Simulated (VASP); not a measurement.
A run of VASP 6.6.1:

Contents of INCAR:

```
  PREC = Accurate
  ENCUT = 600
  EDIFF = 1E-6
  ISMEAR = -1
  SIGMA = 0.08
  LREAL = False
  LASPH = True
  NELM = 60
  ALGO = Normal
  ISIF = 4
  LWAVE = False
  LCHARG = False
  IBRION = 2
  NSW = 50
  EDIFFG = -0.005
```

Contents of KPOINTS:

```
Automatic mesh
0
Gamma
  15 15 8
```

POSCAR

```
Hf
1.0
    2.8950117984      0.0000000000      0.0000000000
   -1.4475058992      2.5071537617      0.0000000000
    0.0000000000      0.0000000000      4.5915713950
Hf
2
Direct
    0.3333333333      0.6666666667      0.2500000000
    0.6666666667      0.3333333333      0.7500000000
```

Potentials or basis: VASP PAW LDA potentials, release 64 (Hf_pv).

Run with:

```sh
$ cat potpaw_LDA.64/Hf_pv/POTCAR > POTCAR
$ mpirun -np 1 vasp_std > vasp.out
```

Hardware: 1 thread of Intel(R) Xeon(R) Platinum 8259CL CPU @ 2.50GHz (Skylake/Cascade Lake), on a shared host.

**Question.** Estimate the wall time of this run.

**Answer.** Wall time 100 s on 1 thread of Intel(R) Xeon(R) Platinum 8259CL CPU @ 2.50GHz (Skylake/Cascade Lake), with other jobs on the host, peak memory 0.19 GiB. Counts: scf iterations 23, k points 135, ion steps 3.
